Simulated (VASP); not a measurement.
Here is a VASP 6.6.1 calculation.

INCAR

```
SYSTEM = NiO
PREC = Accurate
ENCUT = 520
EDIFF = 1E-8
ISMEAR = -1
SIGMA = 0.02
LREAL = .False.
LASPH = .True.
NELM = 200
ALGO = Normal
ISIF = 2
LWAVE = .False.
LCHARG = .False.
ISPIN = 2
MAGMOM = 2 0
LORBIT = 11
LMAXMIX = 4
LDAU = .True.
LDAUTYPE = 2
LDAUL = 2 -1
LDAUU = 6.2 0
LDAUJ = 0 0
LDAUPRINT = 1
GGA = PS
LEFG = .True.
NBANDS = 19
GGA_COMPAT = .False.
```

The input KPOINTS:

```
Automatic mesh
0
Gamma
  9 9 9
  0 0 0
```

Contents of POSCAR:

```
NiO
1.0
    0.0000000000      2.0859016414      2.0859016414
    2.0859016414      0.0000000000      2.0859016414
    2.0859016414      2.0859016414      0.0000000000
Ni O
1 1
Direct
    0.0000000000      0.0000000000      0.0000000000
    0.5000000000      0.5000000000      0.5000000000
```

Potentials or basis: VASP PAW PBE potentials, release 64 (Ni, O).

Command:

```console
$ cat potpaw_PBE.64/Ni/POTCAR potpaw_PBE.64/O/POTCAR > POTCAR
$ mpirun -np 1 vasp_std > vasp.out
```

(1) Predict the band gap on the k mesh.

(2) Predict the pressure.

(3) What does it give for the site moments?

(4) Predict the net moment.

## Answers

(1) 2.33 eV (least direct gap 3.01 eV).

(2) -6.9 GPa.

(3) Ni +1.81; O +0.18 μB.

(4) 2.00 μB per cell.

Caveat: the cell stands under tension; the PAW data sets were made with another functional, which shifts forces and pressure a little; an odd mesh through Γ misses points on the zone boundary, where band edges can lie; a cell with one magnetic atom can't hold antiferromagnetic order, which such compounds often take.
